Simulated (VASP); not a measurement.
The system is CuO.

```
CELL_PARAMETERS angstrom
2.85764 0.00000 0.00000
0.00000 2.85764 0.00000
0.00000 0.00000 5.13901
ATOMIC_POSITIONS crystal
Cu 0.00000 0.50000 0.00000
Cu 0.50000 0.00000 0.50000
O 0.00000 0.00000 0.25000
O 0.00000 0.00000 0.75000
```

Base run:

* Program: VASP 6.6.1
* Functional: PBE
* Potentials or basis: VASP PAW PBE potentials, release 64 (Cu_sv_GW, O)
* Cutoff: 700 eV
* k mesh: 8 × 8 × 6
* Occupations: fermi-dirac, width 0.05 eV
* Spin: no spin polarisation

Its results: band gap on the k mesh zero (band 25 reaches 6.29 eV, above the bottom of band 26 at 5.14 eV); pressure 7.0 GPa.

Question: The run is repeated on the same cell with these changes: potentials or basis from VASP PAW PBE potentials, release 64 (Cu_sv_GW, O) to VASP PAW PBE potentials, release 64 (Cu, O); cutoff from 700 eV to 520 eV; further incar settings from ALGO = Normal; EDIFF = 1e-06; NBANDS = 33 to ALGO = Normal; EDIFF = 1e-06; NBANDS = 25; valence electrons from 50 to 34. What comes out?

Answer: Band gap on the k mesh zero (band 17 reaches 6.26 eV, above the bottom of band 18 at 5.10 eV); pressure 10.9 GPa.

Caveats: semilocal functionals often make such compounds metallic where correlation or magnetic order opens a gap, which also shifts bond lengths.
